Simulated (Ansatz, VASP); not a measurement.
Mo: VASP beside Ansatz

INCAR

```
SYSTEM = Mo
ALGO     = Normal         ! electronic algorithm
EDIFF    = 1E-6           ! SCF threshold, eV
EDIFFG   = -0.01          ! ionic threshold
ENCUT    = 600            ! plane-wave cutoff, eV
GGA      = RE             ! functional
IBRION   = 2              ! ionic algorithm
ISIF     = 3              ! what is computed and relaxed
ISMEAR   = -1             ! smearing method
LASPH    = .True.         ! aspherical terms in the spheres
LCHARG   = .False.        ! write CHGCAR
LREAL    = .False.        ! projectors in reciprocal space
LWAVE    = .False.        ! write WAVECAR
NELM     = 60             ! most SCF steps
NSW      = 80             ! ionic steps
PREC     = Accurate       ! precision mode
SIGMA    = 0.1            ! smearing width, eV
```

Contents of KPOINTS:

```
k-points
0
Gamma
  14 14 14
  0 0 0
```

POSCAR

```
Mo
1.0
    0.0000000000      1.9826747602      1.9826747602
    1.9826747602      0.0000000000      1.9826747602
    1.9826747602      1.9826747602      0.0000000000
Mo
1
Direct
    0.0000000000      0.0000000000      0.0000000000
```

Input for Ansatz:

```yaml
crystal:
  lattice:
    - [0.0, 1.9826747602, 1.9826747602]
    - [1.9826747602, 0.0, 1.9826747602]
    - [1.9826747602, 1.9826747602, 0.0]
  atoms:
    - { symbol: Mo, position: [0.0, 0.0, 0.0] }
hamiltonian:
  xc: revpbe
  pseudopotentials:
    kind: paw
    azcp:
      Mo: "pseudopotentials/Mo.paw.azcp"
basis:
  ecutwfc: 420
  fft_grid_basis: typed
kpoints:
  mp_grid: { grid: [14, 14, 14], shift: [0, 0, 0] }
magnetization:
  spin_polarized: false
scf:
  occupations: { method: fermi_dirac, width: 0.1 }
relax:
  max_steps: 60
  f_tol: 0.01
  cell: {}
```

Alike in both runs: task relaxation of cell and atoms; functional revPBE; k mesh 14 × 14 × 14; occupations fermi-dirac, width 0.1 eV; no spin polarisation.

|  | VASP | Ansatz |
| --- | --- | --- |
| version | VASP 6.6.1 | Ansatz 0.2.0 |
| potentials or method | VASP PAW PBE potentials, release 64 (Mo_sv), cutoff 600 eV | plane waves (420 eV) with PAW, scalar-relativistic |
| valence electrons in the cell | 14 | 14 |

|  | VASP | Ansatz | Ansatz less VASP |
| --- | --- | --- | --- |
| relaxed volume (Å³/atom) | 16.22 | 16.20 | -0.024 |
| relaxed cell length with the largest relative difference (Å) | 2.842 | 2.840 | -0.0014 |

VASP's potentials were made for PBE, not for revPBE.
